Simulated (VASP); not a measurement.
Crystal: BaMgAsF.

```xyz
8
Lattice="4.4176 0.0000 0.0000 0.0000 4.4176 0.0000 0.0000 0.0000 9.6873" Properties=species:S:1:pos:R:3 pbc="T T T"
Ba    2.2088    0.0000    1.4990
Ba    0.0000    2.2088    8.1884
As    2.2088    0.0000    6.4067
As    0.0000    2.2088    3.2806
Mg    2.2088    2.2088    4.8437
Mg    0.0000    0.0000    4.8437
F     2.2088    2.2088    0.0000
F     0.0000    0.0000    0.0000
```

| Quantity | Value |
| --- | --- |
| Program | VASP 6.6.1 |
| Task | relaxation of cell and atoms |
| Functional | LDA |
| Potentials or basis | VASP PAW LDA potentials, release 64 (Ba_sv, As, Mg, F) |
| Cutoff | 600 eV |
| k mesh | 6 × 6 × 4 |
| Occupations | gaussian, width 0.02 eV |
| Spin | no spin polarisation |

At the start: pressure -3.8 GPa; volume 23.63 Å³/atom.

Problem. How do energy, volume and symmetry change on relaxing?

Solution. Over 10 steps the energy falls by 21.0 meV/atom and the volume is 21.89 Å³/atom (-7.4 %); space group P4/nmm (No. 129, to 0.1 Å) before and after.

The path:
```
step  energy change (eV)  largest force (eV/Å)  pressure (GPa)  volume (Å³)
   1              0.0000                0.2265           -3.76       189.05
   2             -0.1502                0.2624            0.83       174.29
   3             -0.1572                0.1822           -0.07       176.69
   4             -0.1629                0.1289           -0.05       176.16
   5             -0.1674                0.0634            0.03       174.97
   6             -0.1675                0.0449            0.01       175.10
   7             -0.1679                0.0296            0.00       175.13
   8             -0.1683                0.0054           -0.04       175.19
   9             -0.1683                0.0097            0.05       174.96
  10             -0.1683                0.0037            0.00       175.10
```

Final structure:
```
Ba As Mg F
1.0
     4.32543    0.00000    0.00000
     0.00000    4.32543    0.00000
     0.00000    0.00000    9.35910
Ba As Mg F
2 2 2 2
Direct
  0.50000 0.00000 0.15546
  0.00000 0.50000 0.84454
  0.50000 0.00000 0.66400
  0.00000 0.50000 0.33600
  0.50000 0.50000 0.50000
  0.00000 0.00000 0.50000
  0.50000 0.50000 0.00000
  0.00000 0.00000 0.00000
```
